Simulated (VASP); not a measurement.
Runs of VASP 6.6.1 on SiC5. The structure is that of space group P3m1 (No. 156), or close to it. The cells are those of the table. 

```csv
level,potentials or basis,cell,k mesh,cutoff (eV),second run,gap on the mesh (eV),pressure (GPa),largest force (eV/Å)
PBE,"VASP PAW PBE potentials, release 64 (C, Si)","a = 2.731, b = 2.731, c = 6.779 Å, angles 90.0, 90.0, 120.0°, 6 atoms",9 × 9 × 4,520,-,1.38,0.1,(b)
PBE,"VASP PAW PBE potentials, release 64 (C, Si)","a = 2.703, b = 2.703, c = 6.710 Å, angles 90.0, 90.0, 120.0°, 6 atoms",9 × 9 × 4,520,-,1.37,10.4,0.27
PBE,"VASP PAW PBE potentials, release 64 (C, Si)","a = 2.785, b = 2.785, c = 6.912 Å, angles 90.0, 90.0, 120.0°, 6 atoms",9 × 9 × 4,520,-,1.41,-16.4,0.52
r2SCAN,"VASP PAW PBE potentials, release 64 (C, Si)","a = 2.752, b = 2.752, c = 6.812 Å, angles 90.0, 90.0, 120.0°, 6 atoms",9 × 9 × 4,520,-,1.84,-9.0,0.30
PBE,"VASP PAW PBE potentials, release 64 (C, Si)","a = 2.725, b = 2.725, c = 6.745 Å, angles 90.0, 90.0, 120.0°, 6 atoms",12 × 12 × 4,520,-,1.36,(a),(c)
r2SCAN,"VASP PAW PBE potentials, release 64 (C, Si)","a = 2.725, b = 2.725, c = 6.745 Å, angles 90.0, 90.0, 120.0°, 6 atoms",12 × 12 × 4,520,-,1.67,0.3,0.09
PBE,"VASP PAW PBE potentials, release 64 (C, Si)","a = 2.758, b = 2.758, c = 6.846 Å, angles 90.0, 90.0, 120.0°, 6 atoms",9 × 9 × 4,520,-,1.40,(d),0.28
r2SCAN,"VASP PAW PBE potentials, release 64 (C_h, Si)","a = 2.752, b = 2.752, c = 6.812 Å, angles 90.0, 90.0, 120.0°, 6 atoms",9 × 9 × 4,910,hard_potentials,1.85,-9.8,0.31
```

Alike in all rows: task single point; no spin polarisation; smearing gaussian 0.01 eV.

Problem. Fill in the values left out.

Solution. (a) 3.7; (b) 0.05; (c) 0.40; (d) -8.8.

Caveats: the PAW data sets were made with another functional, which shifts forces and pressure a little (some runs); the cutoff is under 1.25 times the usual one of these potentials, so pressure, stress and relaxed cells hold a basis-set (Pulay) error (some runs).

A k mesh can miss the band edges.
